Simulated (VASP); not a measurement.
# CdSe (F-43m) in VASP: a series of runs

Aim: see how the results for CdSe move with the level of theory and the settings. Levels: PBE, r2SCAN. Tasks: single point.

All numbers are computed with VASP 6.6.1; they aren't measurements. Logs are shortened: lines on timing, memory, paths and dates and some standing lists are left out, and cuts for length are marked.

## (1) The cell of the first run

It takes space group F-43m (No. 216, cubic). Conventional cell: a = 6.060 Å, b = 6.060 Å, c = 6.060 Å, α = 90.00°, β = 90.00°, γ = 90.00°. Within 3.5 Å of Cd (site symmetry -43m) lie 4 Se at 2.62 Å. Within 3.5 Å of Se (site symmetry -43m) lie 4 Cd at 2.62 Å.

## (2) Single point, PBE (strain -1.2%)

The input, INCAR:

```
PREC = Accurate ; ENCUT = 520
EDIFF = 1E-6 ; ISMEAR = -1
SIGMA = 0.02 ; LREAL = False
LASPH = True ; NELM = 60
ALGO = Normal ; ISIF = 2
LWAVE = False ; LCHARG = True
GGA = PE ; LELF = True
LVHAR = True ; NBANDS = 16
```

The input, KPOINTS:

```
Automatic mesh
0
Gamma
  8 8 8
```

The input, POSCAR:

```
CdSe
1.0
    0.0000000000      3.0300472589      3.0300472589
    3.0300472589      0.0000000000      3.0300472589
    3.0300472589      3.0300472589      0.0000000000
Cd Se
1 1
Direct
    0.0000000000      0.0000000000      0.0000000000
    0.2500000000      0.2500000000      0.2500000000
```

Potentials or basis: VASP PAW PBE potentials, release 64 (Cd, Se).

On the command line:

```bash
> cat potpaw_PBE.64/Cd/POTCAR potpaw_PBE.64/Se/POTCAR > POTCAR
> mpirun -np 1 vasp_std > vasp.out
```

OUTCAR:

```text
PREC = Accurate
   ENCUT = 520
   EDIFF = 1E-6
   ISMEAR = -1
   LREAL = False
   LASPH = True
   NELM = 60
   ISIF = 2
   GGA = PE

 ion  position               nearest neighbor table
   1  0.000  0.000  0.000-   2 2.62   2 2.62   2 2.62   2 2.62
   2  0.250  0.250  0.250-   1 2.62   1 2.62   1 2.62   1 2.62

  LATTYP: Found a face centered cubic cell.
 ALAT       =     6.0600945178

  Lattice vectors:

 A1 = (   0.0000000000,   3.0300472589,   3.0300472589)
 A2 = (   3.0300472589,   0.0000000000,   3.0300472589)
 A3 = (   3.0300472589,   3.0300472589,   0.0000000000)

Analysis of symmetry for initial positions (statically):
=====================================================================
 Subroutine PRICEL returns:
 Original cell was already a primitive cell.

 Routine SETGRP: Setting up the symmetry group for a
 face centered cubic supercell.

 Subroutine GETGRP returns: Found 24 space group operations
 (whereof 24 operations were pure point group operations)
 out of a pool of 48 trial point group operations.

The static configuration has the point symmetry T_d .

Analysis of symmetry for dynamics (positions and initial velocities):
=====================================================================
 Subroutine PRICEL returns:
 Original cell was already a primitive cell.

 Routine SETGRP: Setting up the symmetry group for a
 face centered cubic supercell.

 Subroutine GETGRP returns: Found 24 space group operations
 (whereof 24 operations were pure point group operations)
 out of a pool of 48 trial point group operations.

The dynamic configuration has the point symmetry T_d .

 Subroutine INISYM returns: Found 24 space group operations
 (whereof 24 operations are pure point group operations),
 and found     1 'primitive' translations

----------------------------------------------------------------------------------------

                                     Primitive cell

  volume of cell :      55.6389

  direct lattice vectors                    reciprocal lattice vectors
     0.000000000  3.030047259  3.030047259    -0.165013928  0.165013928  0.165013928
     3.030047259  0.000000000  3.030047259     0.165013928 -0.165013928  0.165013928
     3.030047259  3.030047259  0.000000000     0.165013928  0.165013928 -0.165013928

  length of vectors
     4.285133928  4.285133928  4.285133928     0.285812507  0.285812507  0.285812507

  position of ions in fractional coordinates (direct lattice)
     0.000000000  0.000000000  0.000000000
     0.250000000  0.250000000  0.250000000

  ion indices of the primitive-cell ions
   primitive index   ion index
                 1           1
                 2           2

----------------------------------------------------------------------------------------

 KPOINTS: Automatic mesh

Automatic generation of k-mesh.
 Grid dimensions read from file:
 generate k-points for:    8    8    8

 Generating k-lattice:

  Cartesian coordinates                     Fractional coordinates (reciprocal lattice)
    -0.020626741  0.020626741  0.020626741     0.125000000  0.000000000  0.000000000
     0.020626741 -0.020626741  0.020626741     0.000000000  0.125000000  0.000000000
     0.020626741  0.020626741 -0.020626741     0.000000000  0.000000000  0.125000000

  Length of vectors
     0.035726563  0.035726563  0.035726563

  Shift w.r.t. Gamma in fractional coordinates (k-lattice)
     0.000000000  0.000000000  0.000000000

 Subroutine IBZKPT returns following result:
 ===========================================

 Found     29 irreducible k-points:

 Following reciprocal coordinates:
            Coordinates               Weight
  0.000000  0.000000  0.000000      1.000000
  0.125000  0.000000  0.000000      8.000000
  0.250000  0.000000  0.000000      8.000000
  0.375000  0.000000  0.000000      8.000000
  0.500000  0.000000  0.000000      4.000000
  0.125000  0.125000  0.000000      6.000000
[... 16 lines left out ...]
  0.500000  0.250000  0.125000     48.000000
 -0.375000  0.250000  0.125000     24.000000
 [... further k-points ...]
   k-points           NKPTS =     29   k-points in BZ     NKDIM =     29   number of bands    NBANDS=     16
   number of dos      NEDOS =    301   number of ions     NIONS =      2
   total plane-waves  NPLWV =  32768
   dimension x,y,z NGX =    32 NGY =   32 NGZ =   32
   dimension x,y,z NGXF=    64 NGYF=   64 NGZF=   64
   ions per type =               1   1
   NGX,Y,Z   is equivalent  to a cutoff of  12.41, 12.41, 12.41 a.u.
   NGXF,Y,Z  is equivalent  to a cutoff of  24.83, 24.83, 24.83 a.u.
 SYSTEM =  unknown system
   PREC   = accura    normal or accurate (medium, high low for compatibility)
   ISTART =      0    job   : 0-new  1-cont  2-samecut
   ICHARG =      2    charge: 1-file 2-atom 10-const
   ISPIN  =      1    spin polarized calculation?
   LNONCOLLINEAR =      F non collinear calculations
   LSORBIT =      F    spin-orbit coupling
   LASPH  =      T    aspherical Exc in radial PAW
   ENCUT  =  520.0 eV  38.22 Ry    6.18 a.u.   7.97  7.97  7.97*2*pi/ulx,y,z
   NELM   =     60;   NELMIN=  2; NELMDL= -5     # of ELM steps
   EDIFF  = 0.1E-05   stopping-criterion for ELM
   LREAL  =      F    real-space projection
   EDIFFG = 0.1E-04   stopping-criterion for IOM
   NSW    =      0    number of steps for IOM
   IBRION =     -1    ionic relax: 0-MD 1-quasi-New 2-CG
   NFREE  =      0    steps in history (QN), initial steepest desc. (CG)
   ISIF   =      2    stress and relaxation
   ISYM   =      2    0-nonsym 1-usesym 2-fastsym
   POTIM  = 0.5000    time-step for ionic-motion
   TEBEG  =    0.0;   TEEND  =   0.0 temperature during run
   PSTRESS=    0.0 pullay stress
   NELECT =      18.0000    total number of electrons
   NUPDOWN=      -1.0000    fix difference up-down
   EMIN   =  10.00;   EMAX   =-10.00  energy-range for DOS
   EFERMI =   0.00;   METHOD = LEGACY
   ISMEAR =    -1;   SIGMA  =   0.02  broadening in eV -4-tet -1-fermi 0-gaus
   EFERMI_NEDOS =   21; number of points for ismear=-14 and -15
   IALGO  =     38    algorithm
   IMIX   =      4    mixing-type and parameters
     AMIX     =   0.40;   BMIX     =  1.00
     AMIX_MAG =   1.60;   BMIX_MAG =  1.00
  volume/ion in A,a.u.               =      27.82       187.73
  Fermi-wavevector in a.u.,A,eV,Ry     =   1.123845  2.123758 17.184521  1.263027
  Thomas-Fermi vector in A             =   2.260513
   LORBIT       =      0    0 simple, 1 ext, 2 COOP (PROOUT), +10 PAW based schemes
   GGA     = PE    functional components
   LHFCALC =     F    Hartree Fock is set to
   AEXX    =    0.0000 exact exchange contribution
   IVDW    =     0    specifies the selected vdW correction
   LEPSILON=     F    determine dielectric tensor
   LRPA    =     F    only Hartree local field effects (RPA)
 non-spin polarized calculation
  energy-cutoff  :      520.00
  volume of cell :       55.64
 maximum number of plane-waves:      1524
   NGX = 15   NGY = 15   NGZ = 15

 number of electron      17.9999998 magnetization

 Free energy of the ion-electron system (eV)
  ---------------------------------------------------
  ext. energy  EPLUGINS =         0.00000000
  ---------------------------------------------------
  free energy    TOTEN  =        -5.45324431 eV

  energy without entropy =       -5.45324431  energy(sigma->0) =       -5.45324431

 E-fermi :   1.3584     XC(G=0):  -8.9362

 val. band max:        1.0304901477   @ k =   0.0000   0.0000   0.0000
 cond. band min:       1.6622298647   @ k =   0.0000   0.0000   0.0000
 fundamental gap:      0.6317397169
 Fermi energy:         1.3583966112

 k-point     1 :       0.0000    0.0000    0.0000
  band No.  band energies     occupation
      1     -11.6260      2.00000
      2      -6.9426      2.00000
      3      -6.9426      2.00000
      4      -6.9426      2.00000
      5      -6.5560      2.00000
      6      -6.5560      2.00000
[... 8 lines left out ...]
     15      12.1559      0.00000
     16      12.1559      0.00000

 k-point     2 :       0.1250    0.0000    0.0000
  band No.  band energies     occupation
      1     -11.5709      2.00000
      2      -6.9249      2.00000
      3      -6.9249      2.00000
      4      -6.8941      2.00000
      5      -6.5569      2.00000
      6      -6.5569      2.00000
[... 8 lines left out ...]
     15      11.3756      0.00000
     16      11.5747      0.00000

 k-point     3 :       0.2500    0.0000    0.0000
  band No.  band energies     occupation
      1     -11.4364      2.00000
      2      -6.8861      2.00000
      3      -6.8861      2.00000
      4      -6.7277      2.00000
      5      -6.5539      2.00000
      6      -6.5538      2.00000
[... 8 lines left out ...]
     15      11.1303      0.00000
     16      11.1841      0.00000

 k-point     4 :       0.3750    0.0000    0.0000
  band No.  band energies     occupation
      1     -11.3002      2.00000
      2      -6.8554      2.00000
      3      -6.8554      2.00000
      4      -6.5406      2.00000
      5      -6.5406      2.00000
      6      -6.4421      2.00000
[... 8 lines left out ...]
     15      12.0251      0.00000
     16      12.0251      0.00000
[... 324 lines left out ...]
 k-point    22 :       0.3750    0.2500    0.1250
  band No.  band energies     occupation
      1     -11.3368      2.00000
      2      -6.8436      2.00000
      3      -6.8233      2.00000
      4      -6.6736      2.00000
      5      -6.5477      2.00000
      6      -6.5089      2.00000
[... 8 lines left out ...]
     15      12.6065      0.00000
     16      13.8265      0.00000

 k-point    23 :       0.5000    0.2500    0.1250
  band No.  band energies     occupation
      1     -11.2288      2.00000
      2      -6.8139      2.00000
      3      -6.7956      2.00000
      4      -6.6041      2.00000
      5      -6.5333      2.00000
      6      -6.3134      2.00000
[... 8 lines left out ...]
     15      12.9799      0.00000
     16      13.6951      0.00000

 k-point    24 :      -0.3750    0.2500    0.1250
  band No.  band energies     occupation
      1     -11.1842      2.00000
      2      -6.8087      2.00000
      3      -6.7829      2.00000
      4      -6.5765      2.00000
      5      -6.5392      2.00000
      6      -6.1626      2.00000
[... 8 lines left out ...]
     15      12.7442      0.00000
     16      13.7130      0.00000

 [... further k-points ...]

------------------------ aborting loop because EDIFF is reached ----------------------------------------

  FORCE on cell =-STRESS in cart. coord.  units (eV):
  Direction    XX          YY          ZZ          XY          YZ          ZX
  --------------------------------------------------------------------------------------
  -------------------------------------------------------------------------------------
  Total        1.3304265      1.3304265      1.3304265     -0.0000000      0.0000000     -0.0000000
  in kB       38.3109791     38.3109791     38.3109791     -0.0000000      0.0000000     -0.0000000
  external PRESSURE =      38.3109791 kB  Pullay stress =       0.0000000 kB

 VOLUME and BASIS-vectors are now :
 -----------------------------------------------------------------------------
  energy-cutoff  :      520.00
  volume of cell :       55.64
      direct lattice vectors                 reciprocal lattice vectors
     0.000000000  3.030047259  3.030047259    -0.165013928  0.165013928  0.165013928
     3.030047259  0.000000000  3.030047259     0.165013928 -0.165013928  0.165013928
     3.030047259  3.030047259  0.000000000     0.165013928  0.165013928 -0.165013928

 POSITION                                       TOTAL-FORCE (eV/Angst)
 -----------------------------------------------------------------------------------
      0.00000      0.00000      0.00000         0.000000      0.000000     -0.000000
      1.51502      1.51502      1.51502        -0.000000     -0.000000      0.000000
 -----------------------------------------------------------------------------------
    total drift:                               -0.000000     -0.000000     -0.000000

  FREE ENERGIE OF THE ION-ELECTRON SYSTEM (eV)
  ---------------------------------------------------
  free  energy   TOTEN  =        -5.4532443138 eV

  energy  without entropy=       -5.4532443132  energy(sigma->0) =       -5.45324431
```

It took 8.3 s on 1 thread of Intel Xeon 6975P-C (Granite Rapids), shared host; peak memory 0.18 GiB.

What came out:

| Property | Result |
| --- | --- |
| Free energy | -5.4532 eV |
| Pressure | 3.8 GPa |
| Band gap on the k mesh | 0.63 eV, direct |

Caveat: the cell differs from its parent crystal (strain -1.2%).

## (3) Single point, r2SCAN (strain -1.2%)

POSCAR is that of step 2.

The input, INCAR.step1:

```
PREC     = Accurate       # precision mode
ENCUT    = 520            # plane-wave cutoff, eV
ISMEAR   = 0              # smearing method
SIGMA    = 0.01           # smearing width, eV
LREAL    = F              # projectors in reciprocal space
LASPH    = T              # aspherical terms in the spheres
NELM     = 100            # most SCF steps
NBANDS   = 16             # bands
GGA      = PE             # functional
ALGO     = Normal         # electronic algorithm
EDIFF    = 1E-4           # SCF threshold, eV
LWAVE    = T              # write WAVECAR
LCHARG   = F              # write CHGCAR
```

The input, INCAR.step2:

```
PREC     = Accurate       # precision mode
ENCUT    = 520            # plane-wave cutoff, eV
EDIFF    = 1E-6           # SCF threshold, eV
ISMEAR   = 0              # smearing method
SIGMA    = 0.01           # smearing width, eV
LREAL    = F              # projectors in reciprocal space
LASPH    = T              # aspherical terms in the spheres
NELM     = 100            # most SCF steps
ALGO     = Normal         # electronic algorithm
ISIF     = 2              # what is computed and relaxed
LWAVE    = F              # write WAVECAR
LCHARG   = F              # write CHGCAR
METAGGA  = R2SCAN         # meta-GGA
LMIXTAU  = T            
NBANDS   = 16             # bands
ISTART   = 1
```

The input, KPOINTS:

```
regular mesh
0
Gamma
  8 8 8
```

Potentials or basis: VASP PAW PBE potentials, release 64 (Cd, Se).

On the command line:

```bash
> cat potpaw_PBE.64/Cd/POTCAR potpaw_PBE.64/Se/POTCAR > POTCAR
> cp INCAR.step1 INCAR
> mpirun -np 1 vasp_std > vasp.out
> cp INCAR.step2 INCAR
> mpirun -np 1 vasp_std > vasp.out
```

Wall time 32 s (1 thread of Intel Xeon 6975P-C (Granite Rapids), shared host); peak memory 0.19 GiB.

The run converged. Its results:

- Free energy: -35.8998 eV
- Pressure: 2.3 GPa
- Band gap on the k mesh: 1.11 eV, direct

Levels at points of the mesh, in eV from the valence-band top:
| k point | band 5 | band 6 | band 7 | band 8 | band 9 | band 10 | band 11 | band 12 | band 13 | band 14 |
| --- | --- | --- | --- | --- | --- | --- | --- | --- | --- | --- |
| (0.00, 0.00, 0.00) | -7.79 | -7.79 | 0.00 | 0.00 | 0.00 | 1.11 | 6.47 | 6.47 | 6.47 | 10.38 |
| (0.50, 0.00, 0.00) | -7.76 | -7.47 | -4.50 | -0.77 | -0.77 | 2.88 | 6.93 | 6.93 | 7.85 | 10.63 |
| (0.50, 0.50, 0.00) | -7.73 | -7.40 | -4.14 | -1.92 | -1.92 | 3.44 | 4.17 | 9.76 | 11.03 | 11.03 |

Caveat: the cell differs from its parent crystal (strain -1.2%); the PAW data sets were made with another functional, which shifts forces and pressure a little.
